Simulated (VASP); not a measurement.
Here is a VASP 6.6.1 calculation.

Contents of INCAR:

```
  ALGO = Normal
  EDIFF = 1E-8
  ENCUT = 520
  GGA = PE
  ISIF = 2
  ISMEAR = -1
  LASPH = True
  LCHARG = False
  LEFG = True
  LREAL = False
  LWAVE = False
  NBANDS = 12
  NELM = 100
  PREC = Accurate
  SIGMA = 0.05
```

The input KPOINTS:

```
k-points
0
Gamma
  16 16 16
```

POSCAR

```
Tl
1.0
    0.0000000000      2.1814224856      2.1325250000
    2.1814224856      0.0000000000      2.1325250000
    2.1814224856      2.1814224856      0.0000000000
Tl
1
Direct
    0.0000000000      0.0000000000      0.0000000000
```

Potentials or basis: VASP PAW PBE potentials, release 64 (Tl_d).

The run is started by

```sh
$ cat potpaw_PBE.64/Tl_d/POTCAR > POTCAR
$ mpirun -np 1 vasp_std > vasp.out
```

(1) Predict the pressure.

Answers

(1) 37.4 GPa.

Caveat: without QUAD_EFG the Cq values of the log hold for a quadrupole moment of 1 mb, not for the nuclei.
